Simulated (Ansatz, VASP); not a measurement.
## One calculation of HfC, two programs

File INCAR:

```
SYSTEM = HfC
PREC     = Accurate       ! precision mode
ENCUT    = 520            ! plane-wave cutoff, eV
EDIFF    = 1E-6           ! SCF threshold, eV
ISMEAR   = -1             ! smearing method
SIGMA    = 0.05           ! smearing width, eV
LREAL    = .FALSE.        ! projectors in reciprocal space
LASPH    = .TRUE.         ! aspherical terms in the spheres
NELM     = 60             ! most SCF steps
ALGO     = Normal         ! electronic algorithm
ISIF     = 2              ! what is computed and relaxed
LWAVE    = .FALSE.        ! write WAVECAR
LCHARG   = .FALSE.        ! write CHGCAR
GGA      = B5             ! functional
ALDAX    = 1.0          
AGGAX    = 1.0          
AGGAC    = 1.0          
ALDAC    = 0.0          
NBANDS   = 14             ! bands
```

Contents of KPOINTS:

```
regular mesh
0
G
  10 10 10
  0 0 0
```

File POSCAR:

```
HfC
1.0
    0.0000000000      2.3250000000      2.3250000000
    2.3250000000      0.0000000000      2.3250000000
    2.3250000000      2.3250000000      0.0000000000
Hf C
1 1
Direct
    0.5000000000      0.5000000000      0.5000000000
    0.0000000000      0.0000000000      0.0000000000
```

input.yaml

```yaml
crystal:
  lattice:
    - [0.0, 2.325, 2.325]
    - [2.325, 0.0, 2.325]
    - [2.325, 2.325, 0.0]
  atoms:
    - { symbol: Hf, position: [0.5, 0.5, 0.5] }
    - { symbol: C, position: [0.0, 0.0, 0.0] }
kpoints:
  mp_grid: { grid: [10, 10, 10] }
  band_path:
    path:
      - [0.0, 0.0, 0.0]
      - [0.5, 0.0, 0.5]
      - [0.5, 0.25, 0.75]
      - [0.375, 0.375, 0.75]
      - [0.0, 0.0, 0.0]
      - [0.5, 0.5, 0.5]
      - [0.625, 0.25, 0.625]
      - [0.5, 0.25, 0.75]
    npoints: 12
scf:
  occupations: { method: fermi_dirac, width: 0.05 }
hamiltonian:
  xc: blyp
  pseudopotentials: { kind: all_electron, lapw: { basis_error: 0.001 } }
output:
  forces: true
  stress: true
  eigenvalues: true
```

Alike in both runs: functional BLYP; k mesh 10 × 10 × 10; occupations fermi-dirac, width 0.05 eV; no spin polarisation.

|  | VASP | Ansatz |
| --- | --- | --- |
| version | VASP 6.6.1 | Ansatz 0.2.0 |
| potentials or method | VASP PAW PBE potentials, release 64 (Hf_pv, C), cutoff 520 eV | all-electron LAPW, scalar-relativistic |
| task | single point | band structure |

|  | VASP | Ansatz | Ansatz less VASP |
| --- | --- | --- | --- |
| gap on the k mesh at the Fermi level (eV) | none | none | - |
| pressure (GPa) | 7.6 | 7.6 | 0.00 |

VASP's potentials were made for PBE, not for BLYP. A gap of «none» marks a metal or a gap that the smearing closes. Ansatz ran all-electron here, and VASP with PAW potentials.

Neither program's run includes spin-orbit coupling.
